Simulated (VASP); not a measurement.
A run of VASP 6.6.1 is set up as follows.

INCAR

```
SYSTEM = MgS
ALGO = Normal ; EDIFF = 1E-7
ENCUT = 520 ; GGA = PS
ISIF = 2 ; ISMEAR = 0
LASPH = .True. ; LCHARG = .False.
LREAL = .False. ; LWAVE = .False.
NBANDS = 11 ; NELM = 60
PREC = Accurate ; SIGMA = 0.02
```

Contents of KPOINTS:

```
k-points
0
Gamma
  8 8 8
  0 0 0
```

POSCAR

```
MgS
1.0
    0.0000000000      2.6166456098      2.6166456098
    2.6166456098      0.0000000000      2.6166456098
    2.6166456098      2.6166456098      0.0000000000
Mg S
1 1
Direct
    0.0000000000      0.0000000000      0.0000000000
    0.5000000000      0.5000000000      0.5000000000
```

Potentials or basis: VASP PAW PBE potentials, release 64 (Mg, S).

Command:

```console
$ cat potpaw_PBE.64/Mg/POTCAR potpaw_PBE.64/S/POTCAR > POTCAR
$ mpirun -np 1 vasp_std > vasp.out
```

(1) Estimate the band gap on the k mesh.

(2) Predict the pressure.

Results:

(1) 2.67 eV, indirect (least direct gap 3.46 eV).

(2) -2.4 GPa.

Caveat: the PAW data sets were made with another functional, which shifts forces and pressure a little.
